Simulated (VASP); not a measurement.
RbCaH3, 5 atoms in the cell. Symmetry: R3m, No. 160, trigonal system. The conventional cell has a = 6.430 Å, b = 6.430 Å, c = 7.876 Å, α = 90.00°, β = 90.00°, γ = 120.00°. Within 4.2 Å of Rb (site symmetry 3m) lie 12 H at 3.21 to 3.23 Å and 8 Ca at 3.93 to 3.95 Å. Within 3.0 Å of Ca (site symmetry 3m) lie 6 H at 2.27 Å. Within 3.0 Å of H (site symmetry m) lie 2 Ca at 2.27 Å.  This cell differs from its parent crystal: all Rb atoms moved +0.013 Å, as atom 1 along Cartesian [1 1 1].

* Program: VASP 6.6.1
* Task: single point
* Functional: r2SCAN
* Potentials or basis: VASP PAW PBE potentials, release 64 (Rb_sv, Ca_sv, H)
* Cutoff: 520 eV
* k mesh: 6 × 6 × 6
* Occupations: gaussian, width 0.05 eV
* Spin: no spin polarisation
* Dipole correction: no
* Further INCAR settings: ALGO = Normal; EDIFF = 1e-06; NBANDS = 19

Potentials or basis: VASP PAW PBE potentials, release 64 (Rb_sv, Ca_sv, H).

Run with:

```console
$ cat potpaw_PBE.64/Rb_sv/POTCAR potpaw_PBE.64/Ca_sv/POTCAR potpaw_PBE.64/H/POTCAR > POTCAR
$ cp INCAR.step1 INCAR
$ mpirun -np 1 vasp_std > vasp.out
$ cp INCAR.step2 INCAR
$ mpirun -np 1 vasp_std > vasp.out
```

Hardware: 1 thread of Intel(R) Xeon(R) 6975P-C (Granite Rapids), with other jobs on the host.

Q: How long does it take, and how much memory?

A: Run time: 98 s on 1 thread of Intel(R) Xeon(R) 6975P-C (Granite Rapids) (shared host), peak memory 0.25 GiB. Counts: k points 32.
